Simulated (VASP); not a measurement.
Set up this calculation in VASP 6.6.1, as the native input.

```
Task                   : single point
Functional             : PBE
Potentials or basis    : VASP PAW PBE potentials, release 64 (Nb_sv, H)
Cutoff                 : 520 eV
k mesh                 : 6 × 6 × 6
Occupations            : gaussian, width 0.1 eV
Spin                   : no spin polarisation
Dipole correction      : no
Further INCAR settings : ALGO = Normal; EDIFF = 1e-06; NBANDS = 52
```

The structure of Nb3H2 lies in POSCAR:

```
Nb3H2
1.0
    2.5458945196      1.4698728862      5.2928129151
   -2.5458945196      1.4698728862      5.2928129151
    0.0000000000     -2.9397457724      5.2928129151
Nb H
6 4
Direct
    0.0905859082      0.4094140918      0.7500000000
    0.7500000000      0.0905859082      0.4094140918
    0.4094140918      0.7500000000      0.0905859082
    0.9094140918      0.5905859082      0.2500000000
    0.2500000000      0.9094140918      0.5905859082
    0.5905859082      0.2500000000      0.9094140918
    0.8301346787      0.8301346787      0.8301346787
    0.6698653213      0.6698653213      0.6698653213
    0.1698653213      0.1698653213      0.1698653213
    0.3301346787      0.3301346787      0.3301346787
```

These files were run (other wordings do the same):

INCAR

```
SYSTEM = Nb3H2
  ALGO = Normal
  EDIFF = 1E-6
  ENCUT = 520
  GGA = PE
  ISIF = 2
  ISMEAR = 0
  LASPH = .True.
  LCHARG = .False.
  LREAL = .False.
  LWAVE = .False.
  NBANDS = 52
  NELM = 60
  PREC = Accurate
  SIGMA = 0.1
```

KPOINTS

```
k-points
0
Gamma
  6 6 6
  0 0 0
```

Potentials or basis: VASP PAW PBE potentials, release 64 (Nb_sv, H).

Run with:

```console
$ cat potpaw_PBE.64/Nb_sv/POTCAR potpaw_PBE.64/H/POTCAR > POTCAR
$ mpirun -np 1 vasp_std > vasp.out
```

Results of the run:

The pressure is -0.2 GPa and the largest force is 0.022 eV/Å. The band gap on the k mesh is zero (bands 41 and 42 overlap by 0.75 eV).

Run time: 11 min on 1 thread of Oxide Virtual Turin-like Processor, with other jobs on the host, peak memory 0.35 GiB.
